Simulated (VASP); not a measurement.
Write the native input for VASP 6.6.1 that does the following.

```
Task                   : single point
Functional             : PBE
Potentials or basis    : VASP PAW PBE potentials, release 64 (Cu, O)
Cutoff                 : 520 eV
k mesh                 : 6 × 6 × 14
Occupations            : gaussian, width 0.1 eV
Spin                   : collinear spin
Starting moments       : [-0.2, -0.2, -0.2, 0.0, -0.23] μB
Dipole correction      : no
Further INCAR settings : ALGO = Normal; EDIFF = 1e-06; NBANDS = 34
```

The structure of Cu3O2 lies in POSCAR:

```
Cu3O2
1.0
    5.9026886855      0.0000000000      0.0000000000
   -2.9513443428      5.1118783523      0.0000000000
    0.0000000000      0.0000000000      2.7343811321
Cu O
3 2
Direct
    0.1557521144      0.8442478856      0.5000000000
    0.1557521144      0.3115042287      0.5000000000
    0.6884957713      0.8442478856      0.5000000000
    0.0000000000      0.0000000000      0.0000000000
    0.3333333333      0.6666666667      0.5000000000
```

One way to write it, as run:

INCAR

```
SYSTEM = Cu3O2
ALGO = Normal ; EDIFF = 1E-6
ENCUT = 520 ; GGA = PE
ISIF = 2 ; ISMEAR = 0
ISPIN = 2 ; LASPH = .True.
LCHARG = .False. ; LMAXMIX = 4
LORBIT = 11 ; LREAL = .False.
LWAVE = .False. ; MAGMOM = -0.2 -0.2 -0.2 0 -0.23
NBANDS = 34 ; NELM = 150
PREC = Accurate ; SIGMA = 0.1
```

KPOINTS

```
k-points
0
Gamma
  6 6 14
  0 0 0
```

Potentials or basis: VASP PAW PBE potentials, release 64 (Cu, O).

Launch:

```bash
$ cat potpaw_PBE.64/Cu/POTCAR potpaw_PBE.64/O/POTCAR > POTCAR
$ mpirun -np 1 vasp_std > vasp.out
```

Results of the run:

```yaml
Pressure: 0.4 GPa
Largest_force: 0.078 eV/Å
Net_moment: -0.87 μB per cell
Site_moments: Cu -0.19; O -0.07, -0.22 μB
Valence_electrons_inside_the_program's_atomic_spheres: Cu 9.90; O 4.92, 4.97
```

Run time: 10 min on 1 thread of AMD EPYC 7R43 64-Core Processor (Zen 3), on a shared host, peak memory 0.35 GiB.
